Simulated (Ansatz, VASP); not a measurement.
**Al2O3: VASP beside Ansatz**

```xyz
10
Lattice="4.7910 0.0000 0.0000 0.0000 9.2725 0.0000 0.0000 0.0000 2.9954" Properties=species:S:1:pos:R:3 pbc="T T T"
Al    1.9880    3.0673    1.4977
Al    2.8029    6.2052    1.4977
Al    4.3835    1.5689    0.0000
Al    0.4074    7.7036    0.0000
O     3.5101    2.0641    1.4977
O     0.0000    0.0000    0.0000
O     3.6764    6.7003    0.0000
O     1.1146    2.5722    0.0000
O     1.2809    7.2084    1.4977
O     2.3955    4.6362    1.4977
```

Change from the starting cell: strain +0.0350 x Voigt [1, -1, 0, 0, 0, 0], atoms carried along.

Alike in both runs: task single point; functional r2SCAN; k mesh 6 × 4 × 8; occupations gaussian, width 0.05 eV; no spin polarisation.

```csv
,VASP,Ansatz
version,VASP 6.6.1,Ansatz 0.2.0
potentials or method,"VASP PAW PBE potentials, release 64 (Al, O), cutoff 520 eV","scalar-relativistic, plane waves, PAW"
valence electrons in the cell,48,48
```

Ansatz gave:

* gap on the k mesh at the Fermi level (eV): 4.46
* least direct gap on the mesh (eV): 4.46
* pressure (GPa): 2.8
* traceless stress, the component that is largest in VASP (GPa): 11.44
* rms of the force components (eV/Å): 0.707

Q: Estimate VASP's values.

A: gap on the k mesh at the Fermi level (eV): 4.45; least direct gap on the mesh (eV): 4.45; pressure (GPa): 2.9; traceless stress, the component that is largest in VASP (GPa): 11.95; rms of the force components (eV/Å): 0.742.

VASP's potentials were made for PBE, not for r2SCAN. Atom by atom the forces differ by 0.035 eV/Å (rms over components). The functional is the same, so the differences come from potentials, cutoffs and numerics.
